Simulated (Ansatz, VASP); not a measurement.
Two plane-wave programs on CaS

```xyz
2
Lattice="0.0000 2.8559 2.8559 2.8559 0.0000 2.8559 2.8559 2.8559 0.0000" Properties=species:S:1:pos:R:3 pbc="T T T"
Ca    0.0000    0.0000    0.0000
S     2.8559    2.8559    2.8559
```

Alike in both runs: functional PBE; k mesh 8 × 8 × 8; occupations gaussian, width 0.02 eV; no spin polarisation.

Ansatz relaxed the structure, and its values are those at the end. VASP's run is a single point on that final structure, the one shown.

|  | VASP | Ansatz |
| --- | --- | --- |
| version | VASP 6.6.1 | Ansatz 0.2.0 |
| potentials or method | VASP PAW PBE potentials, release 64 (Ca_sv, S), cutoff 500 eV | scalar-relativistic, plane waves, PAW |
| valence electrons in the cell | 16 | 16 |

|  | VASP | Ansatz | Ansatz less VASP |
| --- | --- | --- | --- |
| gap on the k mesh at the Fermi level (eV) | 2.38 | 2.38 | +0.005 |
| least direct gap on the mesh (eV) | 3.18 | 3.18 | +0.005 |
| pressure (GPa) | 0.1 | 0.0 | -0.14 |

With one functional, cell and mesh, what is left measures potentials, basis and numerics.
